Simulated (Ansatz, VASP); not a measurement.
## Two plane-wave programs on SiNi

```xyz
4
Lattice="2.9428 0.0000 0.0000 0.0000 3.2803 0.0000 0.0000 0.0000 4.6774" Properties=species:S:1:pos:R:3 pbc="T T T"
Ni    1.4714    1.6402    1.6020
Ni    0.0000    0.0000    3.0754
Si    1.4714    1.6402    3.9438
Si    0.0000    0.0000    0.7337
```

Alike in both runs: task single point; functional RPBE; k mesh 9 × 8 × 6; occupations fermi-dirac, width 0.05 eV; collinear spin.

```csv
,VASP,Ansatz
version,VASP 6.6.1,Ansatz 0.2.0
potentials or method,"VASP PAW PBE potentials, release 64 (Ni, Si)",Ansatz PAW
plane-wave cutoff (eV),520,420
valence electrons in the cell,28,44
```

|  | VASP | Ansatz | Ansatz less VASP |
| --- | --- | --- | --- |
| gap on the k mesh at the Fermi level (eV) | none | none | - |
| pressure (GPa) | 10.4 | 10.6 | +0.23 |
| traceless stress, the component that is largest in VASP (GPa) | -0.74 | -0.62 | +0.123 |
| rms of the force components (eV/Å) | 0.060 | 0.056 | -0.0045 |
| net moment per atom (μB) | 0.00 | 0.00 | 0.000 |

VASP's potentials were made for PBE, not for RPBE. Atom by atom the forces differ by 0.005 eV/Å (rms over components). A gap of «none» marks a metal or a gap that the smearing closes. VASP's potentials hold 28 valence electrons a cell and Ansatz's 44, so a difference there can come from the potentials and not from the codes.
